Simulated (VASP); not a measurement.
# P (Fddd) in VASP: notebook, part 2 of 2

VASP 6.6.1. The steps go on from the part before.

## (4) Relaxation of cell and atoms, PBE

Contents of INCAR:

```
PREC     = Accurate       # precision mode
ENCUT    = 600            # plane-wave cutoff, eV
EDIFF    = 1E-7           # SCF threshold, eV
ISMEAR   = 0              # smearing method
SIGMA    = 0.1            # smearing width, eV
LREAL    = False          # projectors in reciprocal space
LASPH    = True           # aspherical terms in the spheres
NELM     = 100            # most SCF steps
ALGO     = Normal         # electronic algorithm
ISIF     = 3              # what is computed and relaxed
LWAVE    = False          # write WAVECAR
LCHARG   = False          # write CHGCAR
GGA      = PE             # functional
IBRION   = 2              # ionic algorithm
NSW      = 90             # ionic steps
EDIFFG   = -0.04          # ionic threshold
```

Contents of KPOINTS:

```
Automatic mesh
0
Gamma
  6 6 6
```

Contents of POSCAR:

```
P
1.0
    0.0000000000      3.2482806500      5.2386355600
    1.5677673600      0.0000000000      5.2386355600
    1.5677673600      3.2482806500      0.0000000000
P
4
Direct
    0.8173305400      0.8173305400      0.1826694600
    0.0673305400      0.0673305400      0.4326694600
    0.1826694600      0.1826694600      0.8173305400
    0.4326694600      0.4326694600      0.0673305400
```

Run with:

```
$ cat potpaw_PBE.64/P/POTCAR > POTCAR
$ mpirun -np 1 vasp_std > vasp.out
```

Run time: 13 min. Hardware: 1 thread of Intel Xeon 6975P-C (Granite Rapids), shared host; peak memory 0.26 GiB.

It converged, with:

```
Free energy                           : -20.1332 eV
Relaxed volume                        : 22.62 Å³/atom
Relaxed cell                          : a = 8.218 Å, b = 7.407 Å, c = 4.220 Å, α = 85.29°, β = 63.93°, γ = 30.78°
Space group after relaxing (to 0.1 Å) : Fddd (No. 70)
Energy gained by relaxing             : 496.0 meV/atom
Ionic steps                           : 37
Pressure after relaxing               : 0.0 GPa
Largest force after relaxing          : 0.016 eV/Å
Band gap on the k mesh                : zero (bands 10 and 11 overlap by 1.41 eV)
```

Forces on the atoms (eV/Å):
```
P    0.000  0.000  0.016
P    0.000  0.000  0.016
P    0.000  0.000 -0.016
P    0.000  0.000 -0.016
```

Step by step:
| step | energy change (eV) | largest force (eV/Å) | pressure (GPa) | volume (Å³) |
| --- | --- | --- | --- | --- |
| 1 | 0.0000 | 1.1706 | 32.05 | 53.36 |
| 2 | -1.3451 | 0.4139 | -4.17 | 76.63 |
| 3 | -1.4478 | 0.2601 | 0.85 | 69.60 |
| 4 | -1.4485 | 0.2827 | 0.39 | 70.18 |
| 5 | -1.4662 | 0.2602 | 0.28 | 70.72 |
| 6 | -1.5174 | 0.2034 | -0.76 | 72.34 |
| 7 | -1.6551 | 0.2970 | -1.71 | 75.59 |
| 8 | -1.6160 | 1.8360 | 4.80 | 82.15 |
| 9 | -1.7516 | 0.0473 | -0.84 | 77.55 |
| 10 | -1.7696 | 0.7335 | 1.44 | 79.85 |
| 11 | -1.7800 | 0.3548 | 0.36 | 78.90 |
| 12 | -1.7855 | 0.3919 | 0.49 | 79.07 |
| 13 | -1.7985 | 0.5179 | 0.91 | 79.59 |
| 14 | -1.8066 | 0.8255 | 1.97 | 80.62 |
| 15 | -1.8241 | 0.7842 | 1.88 | 80.93 |
| 16 | -1.8701 | 0.6595 | 1.67 | 81.88 |
| 17 | -1.9361 | 0.3873 | 1.38 | 83.74 |
| 18 | -1.9570 | 0.2250 | 0.85 | 87.39 |
| 19 | -1.9665 | 0.0059 | 0.94 | 86.22 |
| 20 | -1.9667 | 0.0197 | 0.96 | 86.08 |
| 21 | -1.9696 | 0.0487 | 0.51 | 86.47 |
| 22 | -1.9707 | 0.1377 | -0.09 | 87.01 |
| 23 | -1.9707 | 0.1270 | -0.01 | 86.94 |
| 24 | -1.9715 | 0.0963 | 0.01 | 87.03 |
| 25 | -1.9724 | 0.0256 | 0.07 | 87.24 |
| 26 | -1.9724 | 0.0147 | 0.07 | 87.27 |
| 27 | -1.9732 | 0.0098 | 0.11 | 87.40 |
| 28 | -1.9755 | 0.0076 | 0.22 | 87.79 |
| 29 | -1.9797 | 0.0672 | 0.45 | 88.58 |
| 30 | -1.9785 | 0.2804 | 0.97 | 90.14 |
| 31 | -1.9811 | 0.1577 | 0.67 | 89.26 |
| 32 | -1.9816 | 0.1492 | 0.63 | 89.38 |
| 33 | -1.9827 | 0.1243 | 0.49 | 89.73 |
| 34 | -1.9837 | 0.0771 | 0.24 | 90.44 |
| 35 | -1.9838 | 0.0650 | 0.17 | 90.63 |
| 36 | -1.9839 | 0.0526 | 0.13 | 90.59 |
| 37 | -1.9841 | 0.0158 | 0.01 | 90.47 |

Final structure:
```yaml
crystal:
  lattice:
    - [0.00000, 3.90453, 7.23162]
    - [1.60212, 0.00000, 7.23162]
    - [1.60212, 3.90453, 0.00000]
  atoms:
    - { symbol: P, position: [0.79812, 0.79812, 0.20188] }
    - { symbol: P, position: [0.04812, 0.04812, 0.45188] }
    - { symbol: P, position: [0.20188, 0.20188, 0.79812] }
    - { symbol: P, position: [0.45188, 0.45188, 0.04812] }
```

Levels at points of the mesh, in eV from the Fermi level:
```csv
k point,band 8,band 9,band 10,band 11,band 12,band 13
"(0.00, 0.00, 0.00)",-2.29,-1.94,0.77,1.07,2.69,2.79
"(0.50, 0.00, 0.00)",-2.10,-1.39,-0.64,-0.42,-0.22,2.99
"(0.50, 0.50, 0.00)",-2.31,-0.36,-0.36,2.40,2.40,2.70
"(0.50, 0.00, 0.50)",-2.45,-0.33,-0.33,1.37,1.37,2.66
"(0.00, 0.50, 0.50)",-2.44,-2.42,-2.42,2.44,2.44,3.27
```

Caveat: the k points lie up to 0.36 Å⁻¹ apart in the final cell, too coarse for converged energies and pressures of a metal; the volume moved by over 15 % at a fixed basis, so the end points are rough.

## (5) Single point, PBE

This run uses another cell than the first one, of 21.51 Å³/atom.

Contents of INCAR:

```
ALGO = Normal
EDIFF = 1E-6
ENCUT = 520
GGA = PE
ISIF = 2
ISMEAR = 0
LASPH = True
LCHARG = False
LREAL = False
LWAVE = False
NBANDS = 18
NELM = 60
PREC = Accurate
SIGMA = 0.1
```

Contents of KPOINTS:

```
k-points
0
Gamma
  16 16 16
```

Contents of POSCAR:

```
P
1.0
    0.0000000000      3.8330472579      6.9910988563
    1.6056393881      0.0000000000      6.9910988563
    1.6056393881      3.8330472579      0.0000000000
P
4
Direct
    0.8003905948      0.8003905948      0.1996094052
    0.0503905948      0.0503905948      0.4496094052
    0.1996094052      0.1996094052      0.8003905948
    0.4496094052      0.4496094052      0.0503905948
```

Potentials or basis: VASP PAW PBE potentials, release 64 (P).

Run with:

```
$ cat potpaw_PBE.64/P/POTCAR > POTCAR
$ mpirun -np 1 vasp_std > vasp.out
```

OUTCAR:

```text
EDIFF = 1E-6
   ENCUT = 520
   GGA = PE
   ISIF = 2
   ISMEAR = 0
   LASPH = True
   LREAL = False
   NELM = 60
   PREC = Accurate

 ion  position               nearest neighbor table
   1  0.800  0.800  0.200-   3 2.14   3 2.14   4 2.94   4 2.94
   2  0.050  0.050  0.450-   4 2.14   4 2.14   3 2.94   3 2.94
   3  0.200  0.200  0.800-   1 2.14   1 2.14   2 2.94   2 2.94
   4  0.450  0.450  0.050-   2 2.14   2 2.14   1 2.94   1 2.94

  LATTYP: Found a face centered orthorhombic cell.
[... 705 lines left out ...]
  FORCE on cell =-STRESS in cart. coord.  units (eV):
  Direction    XX          YY          ZZ          XY          YZ          ZX
  --------------------------------------------------------------------------------------
  -------------------------------------------------------------------------------------
  Total       -0.1941665      0.0211551     -0.2003679      0.0000000      0.0000000      0.0000000
  in kB       -3.6150747      0.3938743     -3.7305347      0.0000000      0.0000000      0.0000000
  external PRESSURE =      -2.3172450 kB  Pullay stress =       0.0000000 kB

 VOLUME and BASIS-vectors are now :
 -----------------------------------------------------------------------------
  energy-cutoff  :      520.00
  volume of cell :       86.05
      direct lattice vectors                 reciprocal lattice vectors
     0.000000000  3.833047258  6.991098856    -0.311402426  0.130444517  0.071519515
     1.605639388  0.000000000  6.991098856     0.311402426 -0.130444517  0.071519515
     1.605639388  3.833047258  0.000000000     0.311402426  0.130444517 -0.071519515

 POSITION                                       TOTAL-FORCE (eV/Angst)
 -----------------------------------------------------------------------------------
      1.60564      3.83305     11.19122        -0.000000     -0.000000     -0.080460
      0.80282      1.91652      0.70457         0.000000      0.000000     -0.080460
      1.60564      3.83305      2.79098        -0.000000     -0.000000      0.080460
      0.80282      1.91652      6.28653         0.000000      0.000000      0.080460
 -----------------------------------------------------------------------------------
    total drift:                                0.000000      0.000000      0.000000

  FREE ENERGIE OF THE ION-ELECTRON SYSTEM (eV)
  ---------------------------------------------------
  free  energy   TOTEN  =       -20.1330446329 eV

  energy  without entropy=      -20.1249693212  energy(sigma->0) =      -20.12900698
```

Wall time 9.8 min (1 thread of Intel Xeon 6975P-C (Granite Rapids), shared host); peak memory 0.79 GiB.

Results:

* Free energy: -20.1330 eV
* Pressure: -0.2 GPa
* Largest force: 0.080 eV/Å
* Band gap on the k mesh: zero (bands 10 and 11 overlap by 1.52 eV)

Forces in eV/Å, atoms in the order of the input:
```
P    0.000  0.000 -0.080
P    0.000  0.000 -0.080
P    0.000  0.000  0.080
P    0.000  0.000  0.080
```

Stress tensor (GPa, compression positive):
```
-0.36  0.00  0.00
 0.00  0.04  0.00
 0.00  0.00 -0.37
```

Levels at points of the mesh, in eV from the Fermi level:
```csv
k point,band 7,band 8,band 9,band 10,band 11,band 12,band 13,band 14
"(0.00, 0.00, 0.00)",-2.32,-2.26,-1.71,0.43,1.01,2.66,2.78,3.79
"(0.50, 0.00, 0.00)",-3.58,-2.03,-1.63,-0.68,-0.38,-0.07,2.89,3.17
"(0.50, 0.50, 0.00)",-2.29,-2.29,-0.20,-0.20,2.39,2.39,2.64,2.64
"(0.50, 0.00, 0.50)",-2.47,-2.47,-0.13,-0.13,1.37,1.37,2.70,2.70
"(0.00, 0.50, 0.50)",-2.75,-2.75,-2.42,-2.42,2.38,2.38,3.47,3.47
```

## (6) The runs side by side

```csv
task,cell,k mesh,cutoff (eV),gap on the mesh (eV),pressure (GPa),largest force (eV/Å)
single point,"a = 6.164, b = 5.468, c = 3.607 Å, angles 82.8, 61.7, 35.5°, 4 atoms, atomic positions A",6 × 6 × 6,520,none,32.0,1.17
single point,"a = 8.154, b = 7.357, c = 4.184 Å, angles 85.2, 64.0, 30.8°, 4 atoms, atomic positions B",6 × 6 × 6,520,none,-0.1,0.07
relaxation of cell and atoms,"relaxed from a = 6.164, b = 5.468, c = 3.607 Å, angles 82.8, 61.7, 35.5°, 4 atoms, atomic positions A",6 × 6 × 6,600,none,0.0,0.02
single point,"a = 7.973, b = 7.173, c = 4.156 Å, angles 85.0, 63.7, 31.3°, 4 atoms, atomic positions C",16 × 16 × 16,520,none,-0.2,0.08
```

Alike in all rows: level PBE; potentials or basis VASP PAW PBE potentials, release 64 (P); no spin polarisation; smearing gaussian 0.1 eV.

Caveats: some runs use coarse meshes; forces of over 1 eV/Å act on the atoms, so gaps and moduli don't describe the material at rest (at least some runs); the volume moved by over 15 % at a fixed basis, so the end points are rough (at least some runs).

Absolute energies hang on the potentials; compare differences alone.
